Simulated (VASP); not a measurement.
SiC: single point with PBEsol

Crystal: SiC.

```xyz
2
Lattice="2.2220 2.2220 0.0000 -2.2220 2.2220 0.0000 0.0000 2.2220 2.1469" Properties=species:S:1:pos:R:3 pbc="T T T"
Si    0.0000    0.0000    0.0000
C     1.1110    3.3330    1.0735
```

This cell differs from its parent crystal: film at in-plane strain +0.02.

```yaml
Program: VASP 6.6.1
Task: single point
Functional: PBEsol
Potentials_or_basis: VASP PAW PBE potentials, release 64 (Si, C)
Cutoff: 520 eV
k_mesh: 10 × 10 × 10
Occupations: gaussian, width 0.01 eV
Spin: no spin polarisation
Dipole_correction: no
Further_INCAR_settings: ALGO = Normal; EDIFF = 1e-07; NBANDS = 11
```

| Property | Result |
| --- | --- |
| Pressure | -5.0 GPa |
| Band gap on the k mesh | 0.91 eV, indirect (least direct gap 4.38 eV) |

Stress tensor (GPa, compression positive):
```
-7.72  0.00  0.00
 0.00 -7.72  0.00
 0.00  0.00  0.31
```

Levels at points of the mesh, in eV from the valence-band top:
```tsv
k point	band 1	band 2	band 3	band 4	band 5	band 6	band 7	band 8
(0.00, 0.00, 0.00)	-15.38	-0.22	-0.22	0.00	5.75	6.87	6.97	6.97
(0.50, 0.00, 0.00)	-11.87	-8.61	-1.40	-1.00	4.92	6.65	7.24	9.65
(0.50, 0.50, 0.00)	-10.51	-8.04	-3.21	-3.16	1.22	4.17	13.05	14.00
(0.00, 0.00, 0.50)	-10.25	-7.62	-3.55	-3.55	0.91	3.58	13.43	13.43
```

Wall time 7.2 s on 1 thread of Intel(R) Xeon(R) 6975P-C (Granite Rapids) (shared host), peak memory 0.14 GiB.

Caveat: the cell differs from its parent crystal (film at in-plane strain +0.02); the PAW data sets were made with another functional, which shifts forces and pressure a little. A k mesh can miss the band edges.
